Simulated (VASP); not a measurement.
Here is a VASP 6.6.1 calculation.

The input INCAR:

```
SYSTEM = HfN
PREC = Accurate ; ENCUT = 520
EDIFF = 1E-7 ; ISMEAR = 1
SIGMA = 0.02 ; LREAL = .FALSE.
LASPH = .TRUE. ; NELM = 80
ALGO = Normal ; ISIF = 2
LWAVE = .FALSE. ; LCHARG = .FALSE.
GGA = PS ; NBANDS = 14
```

KPOINTS

```
Automatic mesh
0
G
  10 10 10
  0 0 0
```

File POSCAR:

```
HfN
1.0
    0.0000000000      2.5029679880      2.5029679880
    2.5029679880      0.0000000000      2.5029679880
    2.5029679880      2.5029679880      0.0000000000
Hf N
1 1
Direct
    0.0000000000      0.0000000000      0.0000000000
    0.7500000000      0.7500000000      0.7500000000
```

Potentials or basis: VASP PAW PBE potentials, release 64 (Hf_pv, N).

Run with:

```bash
$ cat potpaw_PBE.64/Hf_pv/POTCAR potpaw_PBE.64/N/POTCAR > POTCAR
$ mpirun -np 1 vasp_std > vasp.out
```

(1) Estimate the pressure.

Answers

(1) -15.4 GPa.

Caveat: the PAW data sets were made with another functional, which shifts forces and pressure a little.
